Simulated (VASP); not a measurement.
Al23GeO36 (a cell with a defect), 120 atoms in the cell. The cell holds a defect, 120 atoms: a = 9.548 Å, b = 9.548 Å, c = 13.014 Å, α = 90.00°, β = 90.00°, γ = 120.00°. 

```yaml
Program: VASP 6.6.1
Task: single point
Functional: PBEsol
Potentials_or_basis: VASP PAW PBE potentials, release 64 (Al, O, Ge_d)
Cutoff: 520 eV
k_mesh: 1 × 1 × 1
Occupations: fermi-dirac, width 0.05 eV
Spin: no spin polarisation
Dipole_correction: no
Charge: 2
Further_INCAR_settings: LREAL = Auto; ALGO = Normal; EDIFF = 1e-06; NBANDS = 365; NELECT = 596.0
```

Potentials or basis: VASP PAW PBE potentials, release 64 (Al, O, Ge_d).

Run with:

```bash
$ cat potpaw_PBE.64/Al/POTCAR potpaw_PBE.64/O/POTCAR potpaw_PBE.64/Ge_d/POTCAR > POTCAR
$ mpirun -np 1 vasp_gam > vasp.out
```

Hardware: 1 thread of Intel Xeon 8259CL, on a shared host.

Task: Estimate the wall time of this run.

Result: Run time: 32 min on 1 thread of Intel Xeon 8259CL, with other jobs on the host, peak memory 1 GiB. Counts: scf iterations 19, k points 1.
